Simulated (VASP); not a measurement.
**In8P7 (a cell with a defect): single point with PBE**

In8P7 (a cell with a defect):

```xyz
15
Lattice="0.0000 5.7931 5.7931 5.7931 0.0000 5.7931 5.7931 5.7931 0.0000" Properties=species:S:1:pos:R:3 pbc="T T T"
P     1.4496    1.5125    1.4489
P     4.2843    4.3473    1.4490
P     4.3460    1.4509    4.3455
P     7.2421    4.3479    4.4079
P     1.4495    4.3475    4.2843
P     4.4078    4.3481    7.2416
P     7.2419    7.1821    7.2417
In    0.0289   -0.0252    0.0288
In    3.0909    2.7060   -0.1927
In    2.8696   -0.0256    2.8696
In    5.8225    2.9272    2.8695
In   -0.1913    2.7070    3.0895
In    3.0902    5.9885    3.0898
In    2.8698    2.9269    5.8221
In    5.5994    5.9906    5.5991
```

| Item | Value |
| --- | --- |
| Program | VASP 6.6.1 |
| Task | single point |
| Functional | PBE |
| Potentials or basis | VASP PAW PBE potentials, release 64 (P, In_d) |
| Cutoff | 520 eV |
| k mesh | 2 × 2 × 2 |
| Occupations | fermi-dirac, width 0.1 eV |
| Spin | no spin polarisation |
| Dipole correction | no |
| Further INCAR settings | LREAL = Auto; ALGO = Normal; EDIFF = 1e-06; NBANDS = 82 |

- Pressure: 1.6 GPa
- Largest force: 0.032 eV/Å
- Band gap on the k mesh: zero (an odd number of electrons rules out a gap without spin polarisation)

Forces on the atoms (eV/Å):
```
P    0.001 -0.003  0.001
P    0.003  0.000  0.001
P   -0.001 -0.002  0.000
P    0.001  0.001 -0.003
P    0.001  0.000  0.003
P   -0.002  0.001  0.001
P    0.000  0.002  0.001
In   0.004 -0.004  0.004
In  -0.012  0.014  0.014
In  -0.009 -0.008 -0.009
In   0.006  0.011 -0.007
In   0.013  0.011 -0.011
In  -0.016 -0.015 -0.017
In  -0.009  0.012  0.007
In   0.017 -0.021  0.016
```

Levels at points of the mesh, in eV from the Fermi level:
```
           k point  band 68  band 69  band 70  band 71  band 72  band 73
(0.00, 0.00, 0.00)     0.03     0.03     1.56     1.79     1.79     1.89
(0.50, 0.00, 0.00)    -0.44    -0.18    -0.18     1.81     1.81     2.39
(0.00, 0.50, 0.00)    -0.44    -0.18    -0.18     1.81     1.81     2.39
(0.00, 0.00, 0.50)    -0.44    -0.18    -0.18     1.81     1.81     2.39
(0.50, 0.50, 0.50)    -0.44    -0.18    -0.18     1.81     1.81     2.39
(0.50, 0.50, 0.00)    -0.76    -0.69    -0.48     1.38     1.38     2.85
(0.00, 0.50, 0.50)    -0.76    -0.69    -0.48     1.38     1.38     2.85
(0.50, 0.00, 0.50)    -0.76    -0.69    -0.48     1.38     1.38     2.85
```

Wall time 4.1 min on 1 thread of Intel(R) Xeon(R) 6975P-C (Granite Rapids), with other jobs on the host, peak memory 0.61 GiB.

Caveat: the k points lie up to 0.47 Å⁻¹ apart, too coarse for converged energies and pressures of a metal; spin-orbit coupling is left out, which moves the levels of the heavy elements.
